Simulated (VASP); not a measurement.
InF3 (vib): single point with LDA

Crystal: InF3 (vib).

```
In F
1.0
     2.54222    1.46775    4.85188
    -2.54222    1.46775    4.85188
     0.00000   -2.93550    4.85188
In F
2 6
Direct
  0.00000 0.00000 0.00000
  0.50000 0.50000 0.50000
  0.90407 0.25000 0.59593
  0.25000 0.59593 0.90407
  0.40407 0.09593 0.75000
  0.75000 0.40407 0.09593
  0.09593 0.75000 0.40407
  0.59593 0.90407 0.25000
```

* Program: VASP 6.6.1
* Task: single point
* Functional: LDA
* Potentials or basis: VASP PAW LDA potentials, release 64 (In_d, F)
* Cutoff: 520 eV
* k mesh: 6 × 6 × 6
* Occupations: gaussian, width 0.02 eV
* Spin: no spin polarisation

The pressure is 0.6 GPa, the largest force is 0.048 eV/Å and the band gap on the k mesh is 4.26 eV, indirect (least direct gap 4.26 eV).

Forces on the atoms (eV/Å):
```
In   0.000  0.000  0.000
In   0.000  0.000  0.000
F    0.024  0.042  0.000
F    0.024 -0.042  0.000
F    0.048  0.000  0.000
F   -0.024  0.042  0.000
F   -0.024 -0.042  0.000
F   -0.048  0.000  0.000
```

Stress tensor (GPa, compression positive):
```
0.54 0.00 0.00
0.00 0.54 0.00
0.00 0.00 0.68
```

Levels at points of the mesh, in eV from the valence-band top:
| k point | band 32 | band 33 | band 34 | band 35 | band 36 | band 37 |
| --- | --- | --- | --- | --- | --- | --- |
| (0.00, 0.00, 0.00) | -0.16 | -0.01 | -0.01 | 4.26 | 9.89 | 10.56 |
| (0.50, 0.00, 0.00) | -0.30 | -0.15 | -0.15 | 7.00 | 7.00 | 11.27 |
| (0.50, 0.50, 0.00) | -0.18 | -0.07 | 0.00 | 6.95 | 8.52 | 9.79 |
| (0.50, 0.50, 0.50) | -0.12 | -0.12 | -0.12 | 6.74 | 6.74 | 12.05 |

It took 2.4 min on 1 thread of Intel(R) Xeon(R) Platinum 8259CL CPU @ 2.50GHz (Skylake/Cascade Lake), on a shared host, peak memory 0.27 GiB.

Caveat: spin-orbit coupling is left out, which moves the levels of the heavy elements. A k mesh can miss the band edges.
